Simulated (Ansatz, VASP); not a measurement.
**SiGe2: VASP beside Ansatz**

POSCAR

```
SiGe2
1.0
    3.9565166715      0.0000000000      0.0000000000
   -1.9782583358      3.4264439480      0.0000000000
    0.0000000000      0.0000000000      9.6678821878
Si Ge
2 4
Direct
    0.6666666667      0.3333333333      0.5380814504
    0.3333333333      0.6666666667      0.4619185496
    0.3333333333      0.6666666667      0.2133349126
    0.0000000000      0.0000000000      0.8734977771
    0.0000000000      0.0000000000      0.1265022229
    0.6666666667      0.3333333333      0.7866650874
```

The input INCAR.step1:

```
SYSTEM = SiGe2
  PREC = Accurate
  ENCUT = 520
  ISMEAR = 0
  SIGMA = 0.01
  LREAL = .False.
  LASPH = .True.
  NELM = 80
  NBANDS = 41
  GGA = PE
  ALGO = Normal
  EDIFF = 1E-4
  LWAVE = .True.
  LCHARG = .False.
```

The input INCAR.step2:

```
SYSTEM = SiGe2
  PREC = Accurate
  ENCUT = 520
  EDIFF = 1E-6
  ISMEAR = 0
  SIGMA = 0.01
  LREAL = .False.
  LASPH = .True.
  NELM = 80
  ALGO = Normal
  ISIF = 2
  LWAVE = .False.
  LCHARG = .True.
  METAGGA = R2SCAN
  LMIXTAU = .True.
  LELF = .True.
  LVHAR = .True.
  NBANDS = 41
  ISTART = 1
```

KPOINTS

```
regular mesh
0
Gamma
  12 12 4
  0 0 0
```

Input for Ansatz:

```yaml
crystal:
  lattice:
    - [3.9565166715, 0.0, 0.0]
    - [-1.9782583358, 3.426443948, 0.0]
    - [0.0, 0.0, 9.6678821878]
  atoms:
    - { symbol: Si, position: [0.6666666667, 0.3333333333, 0.5380814504] }
    - { symbol: Ge, position: [0.3333333333, 0.6666666667, 0.2133349126] }
    - { symbol: Ge, position: [0.0, 0.0, 0.8734977771] }
    - { symbol: Si, position: [0.3333333333, 0.6666666667, 0.4619185496] }
    - { symbol: Ge, position: [0.0, 0.0, 0.1265022229] }
    - { symbol: Ge, position: [0.6666666667, 0.3333333333, 0.7866650874] }
kpoints:
  mp_grid: { grid: [12, 12, 4] }
  band_path:
    path:
      - [0.0, 0.0, 0.0]
      - [0.5, 0.0, 0.0]
      - [0.3333333333, 0.3333333333, 0.0]
      - [0.0, 0.0, 0.5]
      - [0.5, 0.0, 0.5]
      - [0.3333333333, 0.3333333333, 0.5]
    npoints: 1
hamiltonian:
  xc: r2scan
scf:
  occupations: { method: fixed }
  n_extra_bands: 5
output:
  forces: true
  stress: true
  eigenvalues: true
```

Alike in both runs: task single point; functional r2SCAN; k mesh 12 × 12 × 4; no spin polarisation.

|  | VASP | Ansatz |
| --- | --- | --- |
| version | VASP 6.6.1 | Ansatz 0.2.0 |
| potentials or method | VASP PAW PBE potentials, release 64 (Si, Ge_d) | plane waves, PAW |
| plane-wave cutoff (eV) | 520 | 500 |
| occupations | gaussian, width 0.01 eV | fixed |
| valence electrons in the cell | 64 | 64 |

|  | VASP | Ansatz | Ansatz less VASP |
| --- | --- | --- | --- |
| gap on the k mesh at the Fermi level (eV) | 0.66 | 0.67 | +0.003 |
| pressure (GPa) | 0.0 | 0.0 | +0.02 |
| rms of the force components (eV/Å) | 0.005 | 0.002 | -0.0029 |

VASP's potentials were made for PBE, not for r2SCAN.
